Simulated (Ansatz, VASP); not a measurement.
Given: the input of a run of VASP 6.6.1 on CuI.

POSCAR

```
CuI
1.0
    0.0000000000      3.0315000000      3.0315000000
    3.0315000000      0.0000000000      3.0315000000
    3.0315000000      3.0315000000      0.0000000000
I Cu
1 1
Direct
    0.0000000000      0.0000000000      0.0000000000
    0.7500000000      0.7500000000      0.7500000000
```

Contents of INCAR.step1:

```
SYSTEM = CuI
PREC = Accurate ; ENCUT = 600
EDIFF = 1E-5 ; ISMEAR = -1
SIGMA = 0.05 ; LREAL = .FALSE.
LASPH = .TRUE. ; NELM = 80
ALGO = Normal ; LWAVE = .TRUE.
LCHARG = .FALSE. ; GGA = PE
NBANDS = 16
```

File INCAR.step2:

```
SYSTEM = CuI
PREC = Accurate ; ENCUT = 600
EDIFF = 1E-6 ; ISMEAR = -1
SIGMA = 0.05 ; LREAL = .FALSE.
LASPH = .TRUE. ; NELM = 80
ALGO = Normal ; ISIF = 3
LWAVE = .FALSE. ; LCHARG = .FALSE.
GGA = PS ; LHFCALC = .TRUE.
AEXX = 0.25 ; HFSCREEN = 0.207
PRECFOCK = Normal ; IBRION = 2
NSW = 60 ; EDIFFG = -0.01
ISTART = 1
```

The input KPOINTS:

```
Automatic mesh
0
G
  4 4 4
  0 0 0
```

Potentials or basis: VASP PAW PBE potentials, release 64 (I, Cu).

Run with:

```bash
$ cat potpaw_PBE.64/I/POTCAR potpaw_PBE.64/Cu/POTCAR > POTCAR
$ cp INCAR.step1 INCAR
$ mpirun -np 1 vasp_std > vasp.out
$ cp INCAR.step2 INCAR
$ mpirun -np 1 vasp_std > vasp.out
```

Question: Translate it to Ansatz 0.2.0. Potentials there: Ansatz PAW.

Answer: As run (the cutoff follows the program's own potentials):

The input input.yaml:

```yaml
crystal:
  lattice:
    - [0.0, 3.0315, 3.0315]
    - [3.0315, 0.0, 3.0315]
    - [3.0315, 3.0315, 0.0]
  atoms:
    - { symbol: I, position: [0.0, 0.0, 0.0] }
    - { symbol: Cu, position: [0.75, 0.75, 0.75] }
hamiltonian:
  xc:
    exchange: hjs_pbesol
    correlation: pbesol
    exx: { coeff: 0.25, omega: 0.207 }
  pseudopotentials: { kind: paw }
kpoints:
  mp_grid: { grid: [4, 4, 4] }
scf:
  occupations: { method: fermi_dirac, width: 0.05 }
output:
  forces: true
  stress: true
relax:
  f_tol: 0.01
  max_steps: 40
  cell: { stress_tol: 0.05 }
```

Potentials or basis: Ansatz PAW.

Run with:

```console
$ ansatz run input.yaml --threads 2 --pin off --max-ram 5632MiB --backend cpu --events-out ev --progress --plain --runs-dir out
```

Both were run:

|  | VASP | Ansatz | Ansatz less VASP |
| --- | --- | --- | --- |
| gap on the k mesh at the Fermi level, each at its own relaxed structure (eV) | 2.53 | 2.58 | +0.050 |
| relaxed volume (Å³/atom) | 26.96 | 26.98 | +0.015 |
| relaxed length of the cell vector where the two differ most in proportion (Å) | 4.241 | 4.241 | +0.0008 |

VASP's potentials were made for PBE, not for PBEsol-based screened hybrid. VASP's potentials hold 18 valence electrons a cell and Ansatz's 36, so a difference there can come from the potentials and not from the codes.

The k mesh is coarse, so the values compare programs but aren't converged. Spin-orbit coupling is off throughout. Noted on Ansatz's run: the plane-wave basis is chosen anew once the cell has moved, so the energies of steps on either side of that aren't comparable.
